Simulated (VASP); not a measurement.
# KTaO3 (Pmmm) in VASP: notebook

The runs below take KTaO3 through single point, with PBEsol.

Program: VASP 6.6.1. These are calculated values, not measurements. Logs are shortened: lines on timing, memory, paths and dates and some standing lists are left out, and cuts for length are marked.

## (1) The cell of the first run

The structure is orthorhombic, space group Pmmm (No. 47). The conventional cell has a = 3.547 Å, b = 3.686 Å, c = 3.985 Å, α = 90.00°, β = 90.00°, γ = 90.00°. Within 3.4 Å of K (site symmetry mmm) lie 12 O at 2.56 to 2.71 Å and 8 Ta at 3.24 Å. Within 2.4 Å of Ta (site symmetry mmm) lie 6 O at 1.77 to 1.99 Å. Within 2.4 Å of O (site symmetry mmm) lie 2 Ta at 1.84 Å. O (site symmetry mmm) has 2 Ta at 1.99 Å and 4 K at 2.56 Å and 8 O at 2.67 to 2.71 Å within 2.8 Å. O (site symmetry mmm) has 2 Ta at 1.77 Å within 2.4 Å.

## (2) Single point, PBEsol (normal strain along x -0.0750, normal strain along z -0.1100)

INCAR

```
  ALGO = Normal
  EDIFF = 1E-6
  ENCUT = 520
  GGA = PS
  ISIF = 2
  ISMEAR = 0
  LASPH = T
  LCHARG = F
  LREAL = F
  LWAVE = F
  NBANDS = 27
  NELM = 60
  PREC = Accurate
  SIGMA = 0.05
```

KPOINTS

```
k-points
0
Gamma
  8 8 8
```

POSCAR

```
KTaO3
1.0
    3.6864562343      0.0000000000      0.0000000000
    0.0000000000      3.9853580911      0.0000000000
    0.0000000000      0.0000000000      3.5469687011
K Ta O
1 1 3
Direct
    0.5000000000      0.5000000000      0.5000000000
    0.0000000000      0.0000000000      0.0000000000
    0.5000000000      0.0000000000      0.0000000000
    0.0000000000      0.5000000000      0.0000000000
    0.0000000000      0.0000000000      0.5000000000
```

Potentials or basis: VASP PAW PBE potentials, release 64 (K_sv, Ta_pv, O).

Command:

```sh
$ cat potpaw_PBE.64/K_sv/POTCAR potpaw_PBE.64/Ta_pv/POTCAR potpaw_PBE.64/O/POTCAR > POTCAR
$ mpirun -np 1 vasp_std > vasp.out
```

OUTCAR:

```text
EDIFF = 1E-6
   ENCUT = 520
   GGA = PS
   ISIF = 2
   ISMEAR = 0
   LASPH = T
   LREAL = F
   NELM = 60
   PREC = Accurate

 ion  position               nearest neighbor table
   1  0.500  0.500  0.500-   4 2.56   4 2.56   4 2.56   4 2.56   3 2.67   3 2.67   3 2.67   3 2.67
                             5 2.71   5 2.71   5 2.71   5 2.71   2 3.24   2 3.24   2 3.24   2 3.24
   2  0.000  0.000  0.000-   5 1.77   5 1.77   3 1.84   3 1.84   4 1.99   4 1.99   1 3.24   1 3.24
                             1 3.24   1 3.24   1 3.24   1 3.24   1 3.24   1 3.24
   3  0.500  0.000  0.000-   2 1.84   2 1.84   1 2.67   1 2.67   1 2.67   1 2.67
   4  0.000  0.500  0.000-   2 1.99   2 1.99   1 2.56   1 2.56   1 2.56   1 2.56
   5  0.000  0.000  0.500-   2 1.77   2 1.77   1 2.71   1 2.71   1 2.71   1 2.71

  LATTYP: Found a simple orthorhombic cell.
 ALAT       =     3.5469687011
 B/A-ratio  =     1.0393258427
 C/A-ratio  =     1.1235955056

  Lattice vectors:

 A1 = (   0.0000000000,   0.0000000000,   3.5469687011)
 A2 = (   3.6864562343,   0.0000000000,   0.0000000000)
 A3 = (   0.0000000000,   3.9853580911,   0.0000000000)

Analysis of symmetry for initial positions (statically):
=====================================================================
 Subroutine PRICEL returns:
 Original cell was already a primitive cell.

 Routine SETGRP: Setting up the symmetry group for a
 simple orthorhombic supercell.

 Subroutine GETGRP returns: Found  8 space group operations
 (whereof  8 operations were pure point group operations)
 out of a pool of  8 trial point group operations.

The static configuration has the point symmetry D_2h.

Analysis of symmetry for dynamics (positions and initial velocities):
=====================================================================
 Subroutine PRICEL returns:
 Original cell was already a primitive cell.

 Routine SETGRP: Setting up the symmetry group for a
 simple orthorhombic supercell.

 Subroutine GETGRP returns: Found  8 space group operations
 (whereof  8 operations were pure point group operations)
 out of a pool of  8 trial point group operations.

The dynamic configuration has the point symmetry D_2h.

 Subroutine INISYM returns: Found  8 space group operations
 (whereof  8 operations are pure point group operations),
 and found     1 'primitive' translations

[... 99 lines left out ...]
   NELM   =     60;   NELMIN=  2; NELMDL= -5     # of ELM steps
   EDIFF  = 0.1E-05   stopping-criterion for ELM
   LREAL  =      F    real-space projection
   EDIFFG = 0.1E-04   stopping-criterion for IOM
   NSW    =      0    number of steps for IOM
   IBRION =     -1    ionic relax: 0-MD 1-quasi-New 2-CG
   NFREE  =      0    steps in history (QN), initial steepest desc. (CG)
   ISIF   =      2    stress and relaxation
   ISYM   =      2    0-nonsym 1-usesym 2-fastsym
   POTIM  = 0.5000    time-step for ionic-motion
   TEBEG  =    0.0;   TEEND  =   0.0 temperature during run
   PSTRESS=    0.0 pullay stress
   NELECT =      38.0000    total number of electrons
   NUPDOWN=      -1.0000    fix difference up-down
   EMIN   =  10.00;   EMAX   =-10.00  energy-range for DOS
   EFERMI =   0.00;   METHOD = LEGACY
   ISMEAR =     0;   SIGMA  =   0.05  broadening in eV -4-tet -1-fermi 0-gaus
   EFERMI_NEDOS =   21; number of points for ismear=-14 and -15
   IALGO  =     38    algorithm
   IMIX   =      4    mixing-type and parameters
     AMIX     =   0.40;   BMIX     =  1.00
     AMIX_MAG =   1.60;   BMIX_MAG =  1.00
  volume/ion in A,a.u.               =      10.42        70.33
  Fermi-wavevector in a.u.,A,eV,Ry     =   1.473527  2.784562 29.542083  2.171282
  Thomas-Fermi vector in A             =   2.588409
   LORBIT       =      0    0 simple, 1 ext, 2 COOP (PROOUT), +10 PAW based schemes
   GGA     = PS    functional components
   LHFCALC =     F    Hartree Fock is set to
   AEXX    =    0.0000 exact exchange contribution
   IVDW    =     0    specifies the selected vdW correction
   LEPSILON=     F    determine dielectric tensor
   LRPA    =     F    only Hartree local field effects (RPA)
 non-spin polarized calculation
 Gauss-broadening in eV      SIGMA  =   0.05
  energy-cutoff  :      520.00
  volume of cell :       52.11
 maximum number of plane-waves:      1432
 NGX is ok and might be reduce to    28
   NGX = 13   NGY = 15   NGZ = 13

 number of electron      37.9999989 magnetization

 Free energy of the ion-electron system (eV)
  ---------------------------------------------------
  ext. energy  EPLUGINS =         0.00000000
  ---------------------------------------------------
  free energy    TOTEN  =       -40.15454751 eV

  energy without entropy =      -40.15454751  energy(sigma->0) =      -40.15454751

 E-fermi :   3.4900     XC(G=0): -12.2032

 val. band max:        3.2012404211   @ k =   0.5000   0.5000   0.5000
 cond. band min:       5.4370280819   @ k =   0.0000   0.0000   0.0000
 fundamental gap:      2.2357876608
 Fermi energy:         3.4899814050

 k-point     1 :       0.0000    0.0000    0.0000
  band No.  band energies     occupation
      1     -30.3924      2.00000
      2     -30.1665      2.00000
      3     -29.9181      2.00000
      4     -23.8794      2.00000
      5     -15.5856      2.00000
      6     -14.7720      2.00000
[... 709 lines left out ...]
     26      15.3328      0.00000
     27      15.5744      0.00000

 [... further k-points ...]

------------------------ aborting loop because EDIFF is reached ----------------------------------------

  FORCE on cell =-STRESS in cart. coord.  units (eV):
  Direction    XX          YY          ZZ          XY          YZ          ZX
  --------------------------------------------------------------------------------------
  -------------------------------------------------------------------------------------
  Total       24.3068340      6.9351091     36.4196931      0.0000000      0.0000000      0.0000000
  in kB      747.3175631    213.2210567   1119.7293874      0.0000000      0.0000000      0.0000000
  external PRESSURE =     693.4226691 kB  Pullay stress =       0.0000000 kB

 VOLUME and BASIS-vectors are now :
 -----------------------------------------------------------------------------
  energy-cutoff  :      520.00
  volume of cell :       52.11
      direct lattice vectors                 reciprocal lattice vectors
     3.686456234  0.000000000  0.000000000     0.271263223  0.000000000  0.000000000
     0.000000000  3.985358091  0.000000000     0.000000000  0.250918481  0.000000000
     0.000000000  0.000000000  3.546968701     0.000000000  0.000000000  0.281930878

 POSITION                                       TOTAL-FORCE (eV/Angst)
 -----------------------------------------------------------------------------------
      1.84323      1.99268      1.77348         0.000000      0.000000      0.000000
      0.00000      0.00000      0.00000         0.000000      0.000000      0.000000
      1.84323      0.00000      0.00000         0.000000      0.000000      0.000000
      0.00000      1.99268      0.00000         0.000000      0.000000      0.000000
      0.00000      0.00000      1.77348         0.000000      0.000000      0.000000
 -----------------------------------------------------------------------------------
    total drift:                               -0.000000      0.000000     -0.000000

  FREE ENERGIE OF THE ION-ELECTRON SYSTEM (eV)
  ---------------------------------------------------
  free  energy   TOTEN  =       -40.1545475106 eV

  energy  without entropy=      -40.1545475106  energy(sigma->0) =      -40.15454751
```

OSZICAR:

```text
N       E                     dE             d eps       ncg     rms          rms(c)
DAV:   1     0.335721225072E+03    0.33572E+03   -0.21146E+04  6750   0.145E+03
DAV:   2    -0.282442408563E+02   -0.36397E+03   -0.35267E+03  7816   0.424E+02
DAV:   3    -0.469875859950E+02   -0.18743E+02   -0.18651E+02  9061   0.944E+01
DAV:   4    -0.477322510316E+02   -0.74467E+00   -0.74335E+00 11484   0.118E+01
DAV:   5    -0.477356193444E+02   -0.33683E-02   -0.33678E-02  8764   0.874E-01    0.521E+01
DAV:   6    -0.403022402398E+02    0.74334E+01   -0.28499E+01  8205   0.412E+01    0.219E+01
DAV:   7    -0.402145780025E+02    0.87662E-01   -0.13785E+00  8746   0.776E+00    0.128E+01
DAV:   8    -0.401596121010E+02    0.54966E-01   -0.18004E-01  8196   0.325E+00    0.169E+00
DAV:   9    -0.401544334839E+02    0.51786E-02   -0.23272E-02  9096   0.100E+00    0.284E-01
DAV:  10    -0.401545307996E+02   -0.97316E-04   -0.25291E-03  8629   0.349E-01    0.201E-01
DAV:  11    -0.401545466671E+02   -0.15867E-04   -0.21657E-04  9956   0.105E-01    0.404E-02
DAV:  12    -0.401545486857E+02   -0.20186E-05   -0.32200E-05  8334   0.387E-02    0.280E-02
DAV:  13    -0.401545474571E+02    0.12286E-05   -0.29057E-06  8455   0.145E-02    0.424E-03
DAV:  14    -0.401545475106E+02   -0.53529E-07   -0.49925E-07  4515   0.551E-03
   1 F= -.40154548E+02 E0= -.40154548E+02  d E =-.289446E-18
```

stdout:

```text
POSCAR found type information on POSCAR K TaO
 POSCAR found :  3 types and       5 ions
 scaLAPACK will be used
 -----------------------------------------------------------------------------
|                                                                             |
|                                                                             |
|     You enforced a specific xc type in the INCAR file but a different       |
|     I HOPE YOU KNOW WHAT YOU ARE DOING!                                     |
|                                                                             |
 -----------------------------------------------------------------------------

 LDA part: xc-table for (Slater+PW92), standard interpolation
 POSCAR, INCAR and KPOINTS ok, starting setup
 FFT: planning ... GRIDC
 FFT: planning ... GRID_SOFT
 FFT: planning ... GRID
 WAVECAR not read
 entering main loop
```

It took 64 s on 1 thread of Intel Xeon 6975P-C (Granite Rapids), shared host; peak memory 0.28 GiB.

What came out:

- Free energy: -40.1545 eV
- Pressure: 69.3 GPa
- Band gap on the k mesh: 2.24 eV (least direct gap 2.35 eV)

Stress tensor (GPa, compression positive):
```
 74.73   0.00   0.00
  0.00  21.32   0.00
  0.00   0.00 111.97
```

Caveat: the cell differs from its parent crystal (normal strain along x -0.0750, normal strain along z -0.1100); the cell stands under pressure; the PAW data sets were made with another functional, which shifts forces and pressure a little; spin-orbit coupling is left out, which moves the levels of the heavy elements. A k mesh can miss the band edges.

## (3) Single point, PBEsol (normal strain along x -0.0750, normal strain along z -0.0550)

INCAR

```
SYSTEM = KTaO3
ALGO = Normal ; EDIFF = 1E-7
ENCUT = 520 ; GGA = PS
ISIF = 2 ; ISMEAR = 0
LASPH = .TRUE. ; LCHARG = .FALSE.
LREAL = .FALSE. ; LWAVE = .FALSE.
NBANDS = 27 ; NELM = 100
PREC = Accurate ; SIGMA = 0.05
```

KPOINTS

```
k-points
0
G
  8 8 8
  0 0 0
```

POSCAR, as its differences from that of step 2:

```diff
@@ -4,3 +4,3 @@
     0.0000000000      3.9853580911      0.0000000000
-    0.0000000000      0.0000000000      3.5469687011
+    0.0000000000      0.0000000000      3.7661633961
 K Ta O
```

Potentials or basis: VASP PAW PBE potentials, release 64 (K_sv, Ta_pv, O).

Command:

```sh
$ cat potpaw_PBE.64/K_sv/POTCAR potpaw_PBE.64/Ta_pv/POTCAR potpaw_PBE.64/O/POTCAR > POTCAR
$ mpirun -np 1 vasp_std > vasp.out
```

Run time: 63 s. Hardware: 1 thread of Intel Xeon 6975P-C (Granite Rapids), shared host; peak memory 0.29 GiB.

The run converged. Its results:

| Property | Result |
| --- | --- |
| Free energy | -41.6972 eV |
| Pressure | 41.0 GPa |
| Band gap on the k mesh | 2.23 eV (least direct gap 2.62 eV) |

Stress tensor (GPa, compression positive):
```
62.48  0.00  0.00
 0.00 13.85  0.00
 0.00  0.00 46.56
```

Levels at points of the mesh, in eV from the valence-band top:
| k point | band 16 | band 17 | band 18 | band 19 | band 20 | band 21 | band 22 | band 23 |
| --- | --- | --- | --- | --- | --- | --- | --- | --- |
| (0.00, 0.00, 0.00) | -1.11 | -0.62 | -0.46 | -0.39 | 2.23 | 2.28 | 2.38 | 6.93 |
| (0.50, 0.00, 0.00) | -2.11 | -1.83 | -0.84 | -0.70 | 2.54 | 6.43 | 6.44 | 7.68 |
| (0.00, 0.50, 0.00) | -2.26 | -2.06 | -0.80 | -0.69 | 2.54 | 5.23 | 5.23 | 9.09 |
| (0.50, 0.50, 0.00) | -1.83 | -1.76 | -1.27 | -0.14 | 5.31 | 6.46 | 7.44 | 9.66 |
| (0.00, 0.00, 0.50) | -1.98 | -1.81 | -0.87 | -0.62 | 2.54 | 6.07 | 6.07 | 7.72 |
| (0.50, 0.00, 0.50) | -1.44 | -1.18 | -1.15 | -0.12 | 6.14 | 6.48 | 7.98 | 8.22 |
| (0.00, 0.50, 0.50) | -2.04 | -2.00 | -1.13 | -0.12 | 5.30 | 6.10 | 7.14 | 9.93 |
| (0.50, 0.50, 0.50) | -4.06 | -0.08 | -0.01 | 0.00 | 7.44 | 7.72 | 8.23 | 8.83 |

Caveat: the cell differs from its parent crystal (normal strain along x -0.0750, normal strain along z -0.0550); the cell stands under pressure; the PAW data sets were made with another functional, which shifts forces and pressure a little; spin-orbit coupling is left out, which moves the levels of the heavy elements. A k mesh can miss the band edges.

## (4) Single point, PBEsol (normal strain along x -0.1500, normal strain along z +0.0550)

INCAR

```
PREC = Accurate
ENCUT = 520
EDIFF = 1E-6
ISMEAR = 0
SIGMA = 0.05
LREAL = False
LASPH = True
NELM = 100
ALGO = Normal
ISIF = 2
LWAVE = False
LCHARG = True
GGA = PS
LELF = True
LVHAR = True
NBANDS = 27
```

KPOINTS

```
Automatic mesh
0
Gamma
  8 8 8
```

POSCAR, as its differences from that of step 3:

```diff
@@ -2,5 +2,5 @@
 1.0
-    3.6864562343      0.0000000000      0.0000000000
+    3.3875543774      0.0000000000      0.0000000000
     0.0000000000      3.9853580911      0.0000000000
-    0.0000000000      0.0000000000      3.7661633961
+    0.0000000000      0.0000000000      4.2045527861
 K Ta O
```

Command:

```sh
$ cat potpaw_PBE.64/K_sv/POTCAR potpaw_PBE.64/Ta_pv/POTCAR potpaw_PBE.64/O/POTCAR > POTCAR
$ mpirun -np 1 vasp_std > vasp.out
```

It took 64 s on 1 thread of Intel Xeon 6975P-C (Granite Rapids), shared host; peak memory 0.3 GiB.

It converged, with:

| Property | Result |
| --- | --- |
| Free energy | -39.2986 eV |
| Pressure | 50.4 GPa |
| Band gap on the k mesh | 1.69 eV |

Stress tensor (GPa, compression positive):
```
146.98   0.00   0.00
  0.00  12.31   0.00
  0.00   0.00  -8.09
```

Levels at points of the mesh, in eV from the valence-band top:
| k point | band 15 | band 16 | band 17 | band 18 | band 19 | band 20 | band 21 | band 22 | band 23 | band 24 |
| --- | --- | --- | --- | --- | --- | --- | --- | --- | --- | --- |
| (0.00, 0.00, 0.00) | -1.42 | -0.85 | -0.67 | -0.60 | 0.00 | 1.69 | 2.11 | 2.15 | 5.36 | 6.63 |
| (0.50, 0.00, 0.00) | -2.46 | -2.33 | -1.89 | -1.00 | -0.97 | 2.23 | 6.10 | 7.78 | 7.79 | 8.66 |
| (0.00, 0.50, 0.00) | -2.44 | -1.67 | -1.26 | -1.20 | -0.13 | 2.24 | 4.86 | 4.87 | 5.93 | 8.80 |
| (0.50, 0.50, 0.00) | -3.30 | -1.69 | -1.16 | -0.89 | -0.65 | 5.05 | 6.55 | 7.69 | 8.67 | 10.45 |
| (0.00, 0.00, 0.50) | -1.87 | -1.65 | -1.58 | -1.33 | -0.16 | 2.24 | 4.21 | 4.25 | 7.23 | 8.45 |
| (0.50, 0.00, 0.50) | -2.59 | -1.78 | -1.75 | -1.50 | -0.67 | 4.41 | 7.71 | 7.81 | 8.36 | 9.63 |
| (0.00, 0.50, 0.50) | -3.32 | -2.70 | -2.02 | -0.39 | -0.35 | 4.28 | 4.89 | 5.75 | 9.17 | 9.59 |
| (0.50, 0.50, 0.50) | -4.70 | -3.28 | -0.46 | -0.29 | -0.17 | 6.10 | 7.93 | 8.53 | 8.61 | 8.81 |

Caveat: the cell differs from its parent crystal (normal strain along x -0.1500, normal strain along z +0.0550); the cell stands under pressure; the PAW data sets were made with another functional, which shifts forces and pressure a little; spin-orbit coupling is left out, which moves the levels of the heavy elements.

## (5) The runs side by side

```tsv
cell	gap on the mesh (eV)	pressure (GPa)
a = 3.686, b = 3.985, c = 3.547 Å, 5 atoms	2.24	69.3
a = 3.686, b = 3.985, c = 3.766 Å, 5 atoms	2.23	41.0
a = 3.388, b = 3.985, c = 4.205 Å, 5 atoms	1.69	50.4
```

Alike in all rows: task single point; level PBEsol; potentials or basis VASP PAW PBE potentials, release 64 (K_sv, Ta_pv, O); no spin polarisation; k mesh 8 × 8 × 8; cutoff (eV) 520; smearing gaussian 0.05 eV.

Caveats: the cell stands under pressure; the PAW data sets were made with another functional, which shifts forces and pressure a little; spin-orbit coupling is left out, which moves the levels of the heavy elements.

Absolute energies hang on the potentials; compare differences alone.
